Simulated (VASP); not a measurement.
# CoO (F-43m) in VASP: further runs, part 2 of 2

VASP 6.6.1. Earlier steps stand in the parts before.

## 3. Single point, LDA+U, collinear spin, ferromagnetic start

INCAR

```
ALGO = Normal
EDIFF = 1E-7
ENCUT = 520
ISIF = 2
ISMEAR = 0
ISPIN = 2
LASPH = True
LCHARG = False
LDAU = True
LDAUJ = 0.9 0
LDAUL = 2 -1
LDAUPRINT = 1
LDAUTYPE = 1
LDAUU = 2 0
LMAXMIX = 4
LORBIT = 11
LREAL = False
LWAVE = False
MAGMOM = 2.48 2.48 0.23 0.23
NBANDS = 27
NELM = 150
NUPDOWN = 5.4
PREC = Accurate
SIGMA = 0.05
```

KPOINTS

```
k-points
0
Gamma
  7 7 7
```

POSCAR

```
CoO
1.0
    0.0000000000      2.3436418400      2.3436418400
    2.3436418400      0.0000000000      2.3436418400
    4.6872836800      4.6872836800      0.0000000000
Co O
2 2
Direct
    0.0000000000      0.0000000000      0.0000000000
    0.0000000000      0.0000000000      0.5000000000
    0.2500000000      0.2500000000      0.1250000000
    0.2500000000      0.2500000000      0.6250000000
```

Potentials or basis: VASP PAW LDA potentials, release 64 (Co, O).

On the command line:

```bash
$ cat potpaw_LDA.64/Co/POTCAR potpaw_LDA.64/O/POTCAR > POTCAR
$ mpirun -np 1 vasp_std > vasp.out
```

OUTCAR:

```text
EDIFF = 1E-7
   ENCUT = 520
   ISIF = 2
   ISMEAR = 0
   ISPIN = 2
   LASPH = True
   LORBIT = 11
   LREAL = False
   NELM = 150
   NUPDOWN = 5.4
   PREC = Accurate

 ion  position               nearest neighbor table
   1  0.000  0.000  0.000-   3 2.03   4 2.03   3 2.03   3 2.03
   2  0.000  0.000  0.500-   3 2.03   4 2.03   4 2.03   4 2.03
   3  0.250  0.250  0.125-   1 2.03   1 2.03   1 2.03   2 2.03
   4  0.250  0.250  0.625-   2 2.03   2 2.03   1 2.03   2 2.03

  LATTYP: Found a trigonal (rhomboedric) cell.
 ALAT       =     5.7407266478
 COS(alpha) =     0.8333333333

  Lattice vectors:

 A1 = (   4.6872836800,   2.3436418400,  -2.3436418400)
 A2 = (   2.3436418400,   2.3436418400,  -4.6872836800)
 A3 = (   2.3436418400,   4.6872836800,  -2.3436418400)

Analysis of symmetry for initial positions (statically):
=====================================================================
 Subroutine PRICEL returns following result:

  LATTYP: Found a face centered cubic cell.
 ALAT       =     4.6872836800
[... 12 lines left out ...]
 Subroutine GETGRP returns: Found  6 space group operations
 (whereof  6 operations were pure point group operations)
 out of a pool of 12 trial point group operations.

The static configuration has the point symmetry C_3v.

Analysis of symmetry for dynamics (positions and initial velocities):
=====================================================================
 Subroutine PRICEL returns following result:

  LATTYP: Found a face centered cubic cell.
 ALAT       =     4.6872836800
[... 12 lines left out ...]
 Subroutine GETGRP returns: Found  6 space group operations
 (whereof  6 operations were pure point group operations)
 out of a pool of 12 trial point group operations.

The dynamic configuration has the point symmetry C_3v.

Analysis of structural, dynamic, and magnetic symmetry:
=====================================================================
 Subroutine PRICEL returns following result:

  LATTYP: Found a face centered cubic cell.
 ALAT       =     4.6872836800
[... 12 lines left out ...]
 Subroutine GETGRP returns: Found  6 space group operations
 (whereof  6 operations were pure point group operations)
 out of a pool of 12 trial point group operations.

The overall configuration has the point symmetry C_3v.

 Subroutine INISYM returns: Found  6 space group operations
 (whereof  6 operations are pure point group operations),
 and found     2 'primitive' translations

[... 167 lines left out ...]
  o =  0.9529  v =  0.4370 -0.3787 -0.0107  0.8156 -0.0169  0.0000  0.0000  0.0000  0.0000  0.0000      0.0000  0.0000  0.0000  0.0000  0.0000  0.0000  0.0000  0.0000  0.0000  0.0000
  o =  0.9529  v =  0.6895  0.7232 -0.0169 -0.0337  0.0107  0.0000  0.0000  0.0000  0.0000  0.0000      0.0000  0.0000  0.0000  0.0000  0.0000  0.0000  0.0000  0.0000  0.0000  0.0000

atom =   2  type =  1  l = 2

 onsite density matrix

spin component  1

  0.9524  0.0004 -0.0000  0.0004 -0.0000
  0.0004  0.9524 -0.0000 -0.0004  0.0000
 -0.0000 -0.0000  0.9500 -0.0000  0.0000
  0.0004 -0.0004 -0.0000  0.9524 -0.0000
 -0.0000  0.0000  0.0000 -0.0000  0.9500

spin component  2

  0.2014  0.0002 -0.0007  0.0002  0.0000
  0.0002  0.2014 -0.0004 -0.0002  0.0006
 -0.0007 -0.0004  0.9088 -0.0004 -0.0000
  0.0002 -0.0002 -0.0004  0.2014 -0.0006
  0.0000  0.0006 -0.0000 -0.0006  0.9088

 occupancies and eigenvectors

  o =  0.2009  v =  0.0000  0.0000  0.0000  0.0000  0.0000  0.5774 -0.5774  0.0000 -0.5774  0.0000      0.0000  0.0000  0.0000  0.0000  0.0000  0.0000  0.0000  0.0000  0.0000  0.0000
  o =  0.2016  v =  0.0000  0.0000  0.0000  0.0000  0.0000 -0.7187 -0.6949 -0.0011 -0.0237  0.0006      0.0000  0.0000  0.0000  0.0000  0.0000  0.0000  0.0000  0.0000  0.0000  0.0000
  o =  0.2016  v =  0.0000  0.0000  0.0000  0.0000  0.0000  0.3875 -0.4286  0.0006  0.8162  0.0011      0.0000  0.0000  0.0000  0.0000  0.0000  0.0000  0.0000  0.0000  0.0000  0.0000
  o =  0.9088  v =  0.0000  0.0000  0.0000  0.0000  0.0000  0.0010  0.0005 -1.0000  0.0005  0.0000      0.0000  0.0000  0.0000  0.0000  0.0000  0.0000  0.0000  0.0000  0.0000  0.0000
  o =  0.9088  v =  0.0000  0.0000  0.0000  0.0000  0.0000  0.0000  0.0009  0.0000 -0.0009  1.0000      0.0000  0.0000  0.0000  0.0000  0.0000  0.0000  0.0000  0.0000  0.0000  0.0000
  o =  0.9500  v = -0.0047 -0.0159 -0.2845  0.0112  0.9585  0.0000  0.0000  0.0000  0.0000  0.0000      0.0000  0.0000  0.0000  0.0000  0.0000  0.0000  0.0000  0.0000  0.0000  0.0000
  o =  0.9500  v = -0.0157 -0.0038 -0.9585 -0.0119 -0.2845  0.0000  0.0000  0.0000  0.0000  0.0000      0.0000  0.0000  0.0000  0.0000  0.0000  0.0000  0.0000  0.0000  0.0000  0.0000
  o =  0.9516  v = -0.5774  0.5774  0.0000  0.5774 -0.0000  0.0000  0.0000  0.0000  0.0000  0.0000      0.0000  0.0000  0.0000  0.0000  0.0000  0.0000  0.0000  0.0000  0.0000  0.0000
  o =  0.9529  v = -0.5963  0.1846  0.0146 -0.7810  0.0137  0.0000  0.0000  0.0000  0.0000  0.0000      0.0000  0.0000  0.0000  0.0000  0.0000  0.0000  0.0000  0.0000  0.0000  0.0000
  o =  0.9529  v =  0.5575  0.7952 -0.0137 -0.2377  0.0146  0.0000  0.0000  0.0000  0.0000  0.0000      0.0000  0.0000  0.0000  0.0000  0.0000  0.0000  0.0000  0.0000  0.0000  0.0000

 number of electron      29.9999993 magnetization       5.4000002

 Free energy of the ion-electron system (eV)
  ---------------------------------------------------
  ext. energy  EPLUGINS =         0.00000000
  ---------------------------------------------------
  free energy    TOTEN  =       -28.19902954 eV

  energy without entropy =      -28.19462954  energy(sigma->0) =      -28.19682954

 E-fermi :   4.3043     XC(G=0): -11.0752

 val. band max:        4.2647771561   @ k =  -0.2857   0.4286   0.1429
 cond. band min:       3.8349147916   @ k =   0.1429   0.1429   0.0000
 fundamental gap:     -0.4298623645
 Fermi energy:         3.8337025628

 spin component 1

 k-point     1 :       0.0000    0.0000    0.0000
  band No.  band energies     occupation
      1     -14.4080      1.00000
      2     -13.8998      1.00000
      3      -1.7930      1.00000
      4      -1.4082      1.00000
      5      -1.4082      1.00000
      6      -1.4072      1.00000
[... 1433 lines left out ...]
     26      17.9161      0.00000
     27      19.8684      0.00000

 [... further k-points ...]

------------------------ aborting loop because EDIFF is reached ----------------------------------------

  FORCE on cell =-STRESS in cart. coord.  units (eV):
  Direction    XX          YY          ZZ          XY          YZ          ZX
  --------------------------------------------------------------------------------------
  -------------------------------------------------------------------------------------
  Total       -7.2398851     -7.2398851     -7.2398851      0.0002249     -0.0002249     -0.0002249
  in kB     -225.2726857   -225.2726857   -225.2726857      0.0069992     -0.0069992     -0.0069992
  external PRESSURE =    -225.2726857 kB  Pullay stress =       0.0000000 kB

 VOLUME and BASIS-vectors are now :
 -----------------------------------------------------------------------------
  energy-cutoff  :      520.00
  volume of cell :       51.49
      direct lattice vectors                 reciprocal lattice vectors
     0.000000000  2.343641840  2.343641840    -0.213343179  0.213343179  0.213343179
     2.343641840  0.000000000  2.343641840     0.213343179 -0.213343179  0.213343179
     4.687283680  4.687283680  0.000000000     0.106671589  0.106671589 -0.106671589

 POSITION                                       TOTAL-FORCE (eV/Angst)
 -----------------------------------------------------------------------------------
      0.00000      0.00000      0.00000         0.003470      0.003470     -0.003470
      2.34364      2.34364      0.00000         0.003470      0.003470     -0.003470
      1.17182      1.17182      1.17182        -0.003470     -0.003470      0.003470
      3.51546      3.51546      1.17182        -0.003470     -0.003470      0.003470
 -----------------------------------------------------------------------------------
    total drift:                               -0.000029     -0.000029      0.000024

  FREE ENERGIE OF THE ION-ELECTRON SYSTEM (eV)
  ---------------------------------------------------
  free  energy   TOTEN  =       -28.1990295392 eV

  energy  without entropy=      -28.1946295362  energy(sigma->0) =      -28.19682954

 total charge

# of ion       s       p       d       tot
------------------------------------------
    1        0.319   0.364   7.156   7.838
    2        0.319   0.364   7.156   7.838
    3        1.539   3.366   0.000   4.905
    4        1.539   3.366   0.000   4.905
--------------------------------------------------
tot          3.714   7.460  14.311  25.486

 magnetization (x)

# of ion       s       p       d       tot
------------------------------------------
    1        0.016   0.039   2.336   2.392
    2        0.016   0.039   2.336   2.392
    3        0.016   0.188   0.000   0.204
    4        0.016   0.188   0.000   0.204
--------------------------------------------------
tot          0.065   0.455   4.672   5.192
```

It took 4.4 min on 1 thread of Intel Xeon 8259CL, shared host; peak memory 0.23 GiB.

Results:

```yaml
Free_energy: -28.1990 eV
Pressure: -22.5 GPa
Net_moment: 5.40 μB per cell
Site_moments: Co +2.39; O +0.20 μB
Valence_electrons_inside_the_program's_atomic_spheres: Co 7.84; O 4.91
```

Eigenvalues of the final occupation matrices:
```csv
site,spin,trace,eigenvalues
site 1 d,1,4.76,0.95 0.95 0.95 0.95 0.95
site 1 d,2,2.42,0.20 0.20 0.20 0.91 0.91
site 2 d,1,4.76,0.95 0.95 0.95 0.95 0.95
site 2 d,2,2.42,0.20 0.20 0.20 0.91 0.91
```

Caveat: the cell stands under tension; the total moment is fixed, so each spin has its own Fermi level. The state reached can hang on the start; a lower one may exist.
